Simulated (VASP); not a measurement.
# V (Pm-3m) in VASP: notebook

Runs on V. Level: PBEsol. Tasks: single point, relaxation of cell and atoms.

All numbers are computed with VASP 6.6.1; they aren't measurements. Logs are shortened: lines on timing, memory, paths and dates and some standing lists are left out, and cuts for length are marked.

## Step 1: The cell of the first run

It takes space group Pm-3m (No. 221, cubic). The conventional cell has a = 2.413 Å, b = 2.413 Å, c = 2.413 Å, α = 90.00°, β = 90.00°, γ = 90.00°. Within 3.2 Å of V (site symmetry m-3m) lie 6 V at 2.41 Å.

## Step 2: Single point, PBEsol

The input, INCAR:

```
ALGO = Normal
EDIFF = 1E-6
ENCUT = 520
GGA = PS
ISIF = 2
ISMEAR = -1
LASPH = T
LCHARG = F
LREAL = F
LWAVE = F
NBANDS = 12
NELM = 60
PREC = Accurate
SIGMA = 0.1
```

The input, KPOINTS:

```
k-points
0
Gamma
  17 17 17
```

The input, POSCAR:

```
V
1.0
    2.4130991335      0.0000000000      0.0000000000
    0.0000000000      2.4130991335      0.0000000000
    0.0000000000      0.0000000000      2.4130991335
V
1
Direct
    0.0000000000      0.0000000000      0.0000000000
```

Potentials or basis: VASP PAW PBE potentials, release 64 (V_sv).

Started as:

```bash
$ cat potpaw_PBE.64/V_sv/POTCAR > POTCAR
$ mpirun -np 1 vasp_std > vasp.out
```

OUTCAR:

```text
EDIFF = 1E-6
   ENCUT = 520
   GGA = PS
   ISIF = 2
   ISMEAR = -1
   LASPH = T
   LREAL = F
   NELM = 60
   PREC = Accurate

 ion  position               nearest neighbor table
   1  0.000  0.000  0.000-

  LATTYP: Found a simple cubic cell.
 ALAT       =     2.4130991335

  Lattice vectors:

 A1 = (   2.4130991335,   0.0000000000,   0.0000000000)
 A2 = (   0.0000000000,   2.4130991335,   0.0000000000)
 A3 = (   0.0000000000,   0.0000000000,   2.4130991335)

Analysis of symmetry for initial positions (statically):
=====================================================================
 Subroutine PRICEL returns:
 Original cell was already a primitive cell.

 Routine SETGRP: Setting up the symmetry group for a
 simple cubic supercell.

 Subroutine GETGRP returns: Found 48 space group operations
 (whereof 48 operations were pure point group operations)
 out of a pool of 48 trial point group operations.

The static configuration has the point symmetry O_h .

Analysis of symmetry for dynamics (positions and initial velocities):
=====================================================================
 Subroutine PRICEL returns:
 Original cell was already a primitive cell.

 Routine SETGRP: Setting up the symmetry group for a
 simple cubic supercell.

 Subroutine GETGRP returns: Found 48 space group operations
 (whereof 48 operations were pure point group operations)
 out of a pool of 48 trial point group operations.

The dynamic configuration has the point symmetry O_h .

 Subroutine INISYM returns: Found 48 space group operations
 (whereof 48 operations are pure point group operations),
 and found     1 'primitive' translations

----------------------------------------------------------------------------------------

                                     Primitive cell

  volume of cell :      14.0516

  direct lattice vectors                    reciprocal lattice vectors
     2.413099133  0.000000000  0.000000000     0.414404856  0.000000000  0.000000000
     0.000000000  2.413099133  0.000000000     0.000000000  0.414404856  0.000000000
     0.000000000  0.000000000  2.413099133     0.000000000  0.000000000  0.414404856

  length of vectors
     2.413099133  2.413099133  2.413099133     0.414404856  0.414404856  0.414404856

  position of ions in fractional coordinates (direct lattice)
     0.000000000  0.000000000  0.000000000

  ion indices of the primitive-cell ions
   primitive index   ion index
                 1           1

----------------------------------------------------------------------------------------

 KPOINTS: k-points

Automatic generation of k-mesh.
 Grid dimensions read from file:
 generate k-points for:   17   17   17

 Generating k-lattice:

  Cartesian coordinates                     Fractional coordinates (reciprocal lattice)
     0.024376756  0.000000000  0.000000000     0.058823529  0.000000000  0.000000000
     0.000000000  0.024376756  0.000000000     0.000000000  0.058823529  0.000000000
     0.000000000  0.000000000  0.024376756     0.000000000  0.000000000  0.058823529

  Length of vectors
     0.024376756  0.024376756  0.024376756

  Shift w.r.t. Gamma in fractional coordinates (k-lattice)
     0.000000000  0.000000000  0.000000000

 Subroutine IBZKPT returns following result:
 ===========================================

 Found    165 irreducible k-points:

 Following reciprocal coordinates:
            Coordinates               Weight
  0.000000  0.000000  0.000000      1.000000
  0.058824  0.000000  0.000000      6.000000
  0.117647  0.000000  0.000000      6.000000
  0.176471  0.000000  0.000000      6.000000
  0.235294  0.000000  0.000000      6.000000
  0.294118  0.000000  0.000000      6.000000
[... 16 lines left out ...]
  0.411765  0.117647  0.000000     24.000000
  0.470588  0.117647  0.000000     24.000000
 [... further k-points ...]
   k-points           NKPTS =    165   k-points in BZ     NKDIM =    165   number of bands    NBANDS=     12
   number of dos      NEDOS =    301   number of ions     NIONS =      1
   total plane-waves  NPLWV =   5832
   dimension x,y,z NGX =    18 NGY =   18 NGZ =   18
   dimension x,y,z NGXF=    36 NGYF=   36 NGZF=   36
   ions per type =               1
   NGX,Y,Z   is equivalent  to a cutoff of  12.40, 12.40, 12.40 a.u.
   NGXF,Y,Z  is equivalent  to a cutoff of  24.80, 24.80, 24.80 a.u.
 SYSTEM =  unknown system
   PREC   = accura    normal or accurate (medium, high low for compatibility)
   ISTART =      0    job   : 0-new  1-cont  2-samecut
   ICHARG =      2    charge: 1-file 2-atom 10-const
   ISPIN  =      1    spin polarized calculation?
   LNONCOLLINEAR =      F non collinear calculations
   LSORBIT =      F    spin-orbit coupling
   LASPH  =      T    aspherical Exc in radial PAW
   ENCUT  =  520.0 eV  38.22 Ry    6.18 a.u.   4.49  4.49  4.49*2*pi/ulx,y,z
   NELM   =     60;   NELMIN=  2; NELMDL= -5     # of ELM steps
   EDIFF  = 0.1E-05   stopping-criterion for ELM
   LREAL  =      F    real-space projection
   EDIFFG = 0.1E-04   stopping-criterion for IOM
   NSW    =      0    number of steps for IOM
   IBRION =     -1    ionic relax: 0-MD 1-quasi-New 2-CG
   NFREE  =      0    steps in history (QN), initial steepest desc. (CG)
   ISIF   =      2    stress and relaxation
   ISYM   =      2    0-nonsym 1-usesym 2-fastsym
   POTIM  = 0.5000    time-step for ionic-motion
   TEBEG  =    0.0;   TEEND  =   0.0 temperature during run
   PSTRESS=    0.0 pullay stress
   NELECT =      13.0000    total number of electrons
   NUPDOWN=      -1.0000    fix difference up-down
   EMIN   =  10.00;   EMAX   =-10.00  energy-range for DOS
   EFERMI =   0.00;   METHOD = LEGACY
   ISMEAR =    -1;   SIGMA  =   0.10  broadening in eV -4-tet -1-fermi 0-gaus
   EFERMI_NEDOS =   21; number of points for ismear=-14 and -15
   IALGO  =     38    algorithm
   IMIX   =      4    mixing-type and parameters
     AMIX     =   0.40;   BMIX     =  1.00
     AMIX_MAG =   1.60;   BMIX_MAG =  1.00
  volume/ion in A,a.u.               =      14.05        94.82
  Fermi-wavevector in a.u.,A,eV,Ry     =   1.595196  3.014484 34.622079  2.544651
  Thomas-Fermi vector in A             =   2.693153
   LORBIT       =      0    0 simple, 1 ext, 2 COOP (PROOUT), +10 PAW based schemes
   GGA     = PS    functional components
   LHFCALC =     F    Hartree Fock is set to
   AEXX    =    0.0000 exact exchange contribution
   IVDW    =     0    specifies the selected vdW correction
   LEPSILON=     F    determine dielectric tensor
   LRPA    =     F    only Hartree local field effects (RPA)
 non-spin polarized calculation
  energy-cutoff  :      520.00
  volume of cell :       14.05
 maximum number of plane-waves:       389
 NGX is ok and might be reduce to    18
   NGX =  9   NGY =  9   NGZ =  9

 number of electron      12.9999984 magnetization

 Free energy of the ion-electron system (eV)
  ---------------------------------------------------
  ext. energy  EPLUGINS =         0.00000000
  ---------------------------------------------------
  free energy    TOTEN  =        -8.78335260 eV

  energy without entropy =       -8.74469555  energy(sigma->0) =       -8.76402407

 E-fermi :   9.2307     XC(G=0): -12.7150

 val. band max:        9.2289714026   @ k =   0.3529   0.3529   0.2353
 cond. band min:       9.2313764868   @ k =   0.4118   0.4118   0.1765
 fundamental gap:      0.0024050842
 Fermi energy:         9.2307391415

 k-point     1 :       0.0000    0.0000    0.0000
  band No.  band energies     occupation
      1     -54.3954      2.00000
      2     -27.6646      2.00000
      3     -27.6646      2.00000
      4     -27.6646      2.00000
      5       2.7477      2.00000
      6       6.9592      2.00000
      7       6.9592      2.00000
      8      12.9100      0.00000
      9      12.9100      0.00000
     10      12.9101      0.00000
     11      27.9739      0.00000
     12      27.9739      0.00000

 k-point     2 :       0.0588    0.0000    0.0000
  band No.  band energies     occupation
      1     -54.3889      2.00000
      2     -27.7073      2.00000
      3     -27.6609      2.00000
      4     -27.6609      2.00000
      5       2.8551      2.00000
      6       6.9846      2.00000
      7       7.0427      2.00000
      8      12.8241      0.00000
      9      12.8241      0.00000
     10      12.9165      0.00000
     11      27.0756      0.00000
     12      28.1418      0.00000

 k-point     3 :       0.1176    0.0000    0.0000
  band No.  band energies     occupation
      1     -54.3702      2.00000
      2     -27.8288      2.00000
      3     -27.6504      2.00000
      4     -27.6504      2.00000
      5       3.1675      2.00000
      6       7.0580      2.00000
      7       7.2855      2.00000
      8      12.5851      0.00000
      9      12.5851      0.00000
     10      12.9350      0.00000
     11      25.2834      0.00000
     12      28.6275      0.00000
[... 286 lines left out ...]
 k-point    23 :       0.4118    0.1176    0.0000
  band No.  band energies     occupation
      1     -54.1897      2.00000
      2     -28.7588      2.00000
      3     -27.7177      2.00000
      4     -27.5506      2.00000
      5       6.7074      2.00000
      6       7.9682      1.99999
      7       8.6298      1.99510
      8      10.9740      0.00000
      9      11.4997      0.00000
     10      12.8146      0.00000
     11      18.0022      0.00000
     12      28.2855      0.00000

 k-point    24 :       0.4706    0.1176    0.0000
  band No.  band energies     occupation
      1     -54.1765      2.00000
      2     -28.8345      2.00000
      3     -27.7097      2.00000
      4     -27.5434      2.00000
      5       7.2296      2.00000
      6       8.0710      1.99998
      7       8.3018      1.99982
      8      10.8544      0.00000
      9      11.6863      0.00000
     10      12.8304      0.00000
     11      17.4681      0.00000
     12      28.3433      0.00000

 [... further k-points ...]

------------------------ aborting loop because EDIFF is reached ----------------------------------------

  FORCE on cell =-STRESS in cart. coord.  units (eV):
  Direction    XX          YY          ZZ          XY          YZ          ZX
  --------------------------------------------------------------------------------------
  -------------------------------------------------------------------------------------
  Total        0.0263996      0.0263996      0.0263996      0.0000000     -0.0000000      0.0000000
  in kB        3.0101064      3.0101064      3.0101064      0.0000000     -0.0000000      0.0000000
  external PRESSURE =       3.0101064 kB  Pullay stress =       0.0000000 kB

 VOLUME and BASIS-vectors are now :
 -----------------------------------------------------------------------------
  energy-cutoff  :      520.00
  volume of cell :       14.05
      direct lattice vectors                 reciprocal lattice vectors
     2.413099133  0.000000000  0.000000000     0.414404856  0.000000000  0.000000000
     0.000000000  2.413099133  0.000000000     0.000000000  0.414404856  0.000000000
     0.000000000  0.000000000  2.413099133     0.000000000  0.000000000  0.414404856

 POSITION                                       TOTAL-FORCE (eV/Angst)
 -----------------------------------------------------------------------------------
      0.00000      0.00000      0.00000         0.000000      0.000000      0.000000
 -----------------------------------------------------------------------------------
    total drift:                                0.000000      0.000000      0.000000

  FREE ENERGIE OF THE ION-ELECTRON SYSTEM (eV)
  ---------------------------------------------------
  free  energy   TOTEN  =        -8.7833525996 eV

  energy  without entropy=       -8.7446955480  energy(sigma->0) =       -8.76402407
```

Run time: 10 s. Hardware: 1 thread of Intel Xeon 6975P-C, shared host; peak memory 0.14 GiB.

What came out:

```yaml
Free_energy: -8.7834 eV
Pressure: 0.3 GPa
```

Caveat: the PAW data sets were made with another functional, which shifts forces and pressure a little.

(Continued in part 2 of 2.)
